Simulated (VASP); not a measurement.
Au, 4 atoms in the cell. It takes space group P6_3/mmc (No. 194, hexagonal). Conventional cell: a = 2.858 Å, b = 2.858 Å, c = 9.695 Å, α = 90.00°, β = 90.00°, γ = 120.00°. Within 3.8 Å of Au (site symmetry -3m) lie 12 Au at 2.86 to 2.93 Å. Au (site symmetry -6m2) has 12 Au at 2.86 to 2.93 Å within 3.8 Å.  This cell differs from its parent crystal: volume scaled by 0.88.

* Program: VASP 6.6.1
* Task: single point
* Functional: BLYP
* Potentials or basis: VASP PAW PBE potentials, release 64 (Au)
* Cutoff: 520 eV
* k mesh: 14 × 14 × 4
* Occupations: fermi-dirac, width 0.1 eV
* Spin: no spin polarisation
* Dipole correction: no
* Further INCAR settings: ALGO = Normal; EDIFF = 1e-06; NBANDS = 30

Potentials or basis: VASP PAW PBE potentials, release 64 (Au).

Run with:

```sh
$ cat potpaw_PBE.64/Au/POTCAR > POTCAR
$ mpirun -np 1 vasp_std > vasp.out
```

Hardware: 1 thread of AMD EPYC 9R45 96-Core Processor (Zen 5), with other jobs on the host.

**Question.** How long does it take, and how much memory?

**Answer.** Run time: 88 s on 1 thread of AMD EPYC 9R45 96-Core Processor (Zen 5), with other jobs on the host, peak memory 0.23 GiB. Counts: scf iterations 12, k points 72.
